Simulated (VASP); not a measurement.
Wanted: the native input for a VASP 6.6.1 run.

```yaml
Task: single point
Functional: r2SCAN
Potentials_or_basis: VASP PAW PBE potentials, release 64 (Ta_pv, N)
Cutoff: 520 eV
k_mesh: 18 × 18 × 8
Occupations: gaussian, width 0.1 eV
Spin: no spin polarisation
Dipole_correction: no
Further_INCAR_settings: ALGO = Normal; EDIFF = 1e-06; NBANDS = 24
```

Crystal: TaN.

```xyz
4
Lattice="2.8181 0.0000 0.0000 -1.4091 2.4405 0.0000 0.0000 0.0000 5.9707" Properties=species:S:1:pos:R:3 pbc="T T T"
Ta    0.0000    1.6270    0.2231
Ta    1.4091    0.8135    3.2084
N     0.0000    1.6270    2.0756
N     1.4091    0.8135    5.0610
```

One way to write it, as run:

POSCAR

```
TaN
1.0
    2.8181034155      0.0000000000      0.0000000000
   -1.4090517078      2.4405491483      0.0000000000
    0.0000000000      0.0000000000      5.9706549210
Ta N
2 2
Direct
    0.3333333333      0.6666666667      0.0373623223
    0.6666666667      0.3333333333      0.5373623223
    0.3333333333      0.6666666667      0.3476376777
    0.6666666667      0.3333333333      0.8476376777
```

INCAR.step1

```
SYSTEM = TaN
PREC = Accurate
ENCUT = 520
ISMEAR = 0
SIGMA = 0.1
LREAL = .FALSE.
LASPH = .TRUE.
NELM = 100
NBANDS = 24
GGA = PE
ALGO = Normal
EDIFF = 1E-4
LWAVE = .TRUE.
LCHARG = .FALSE.
```

INCAR.step2

```
SYSTEM = TaN
PREC = Accurate
ENCUT = 520
EDIFF = 1E-6
ISMEAR = 0
SIGMA = 0.1
LREAL = .FALSE.
LASPH = .TRUE.
NELM = 100
ALGO = Normal
ISIF = 2
LWAVE = .FALSE.
LCHARG = .FALSE.
METAGGA = R2SCAN
LMIXTAU = .TRUE.
NBANDS = 24
ISTART = 1
```

KPOINTS

```
Automatic mesh
0
G
  18 18 8
  0 0 0
```

Potentials or basis: VASP PAW PBE potentials, release 64 (Ta_pv, N).

Command:

```sh
$ cat potpaw_PBE.64/Ta_pv/POTCAR potpaw_PBE.64/N/POTCAR > POTCAR
$ cp INCAR.step1 INCAR
$ mpirun -np 1 vasp_std > vasp.out
$ cp INCAR.step2 INCAR
$ mpirun -np 1 vasp_std > vasp.out
```

Results of the run:

```json
{
  "Pressure": "93.4 GPa",
  "Largest force": "0.034 eV/Å",
  "Band gap on the k mesh": "0.11 eV (least direct gap 0.17 eV)"
}
```

Caveat: the cell stands under pressure; the PAW data sets were made with another functional, which shifts forces and pressure a little; spin-orbit coupling is left out, which moves the levels of the heavy elements.

It took 6.5 min on 1 thread of AMD EPYC 9R45 96-Core Processor (Zen 5) (shared host), peak memory 0.26 GiB.
